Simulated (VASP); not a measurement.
# BeS: single point with PBEsol

BeS:

```
Be S
1.0
     0.00000    2.42500    2.42500
     2.42500    0.00000    2.42500
     2.42500    2.42500    0.00000
Be S
1 1
Direct
  0.00000 0.00000 0.00000
  0.25000 0.25000 0.25000
```

```json
{
 "Program": "VASP 6.6.1",
 "Task": "single point",
 "Functional": "PBEsol",
 "Potentials or basis": "VASP PAW PBE potentials, release 64 (Be, S)",
 "Cutoff": "520 eV",
 "k mesh": "8 × 8 × 8",
 "Occupations": "gaussian, width 0.01 eV",
 "Spin": "no spin polarisation",
 "Dipole correction": "no",
 "Further INCAR settings": "ALGO = Normal; EDIFF = 1e-06; NBANDS = 11"
}
```

```
Pressure               : -0.6 GPa
Band gap on the k mesh : 2.93 eV, indirect (least direct gap 5.60 eV)
```

Levels at points of the mesh, in eV from the valence-band top:
| k point | band 1 | band 2 | band 3 | band 4 | band 5 | band 6 | band 7 | band 8 |
| --- | --- | --- | --- | --- | --- | --- | --- | --- |
| (0.00, 0.00, 0.00) | -13.72 | 0.00 | 0.00 | 0.00 | 5.61 | 5.61 | 5.61 | 5.71 |
| (0.50, 0.00, 0.00) | -12.08 | -5.86 | -1.04 | -1.04 | 5.38 | 6.48 | 6.48 | 10.98 |
| (0.50, 0.50, 0.00) | -11.53 | -5.07 | -2.67 | -2.67 | 2.93 | 4.81 | 12.75 | 12.75 |

Run time: 6.9 s on 1 thread of Intel(R) Xeon(R) Platinum 8488C (Sapphire Rapids), with other jobs on the host, peak memory 0.15 GiB.

Caveat: the PAW data sets were made with another functional, which shifts forces and pressure a little. A hybrid or GW would open this gap; PBEsol tends to underestimate it.
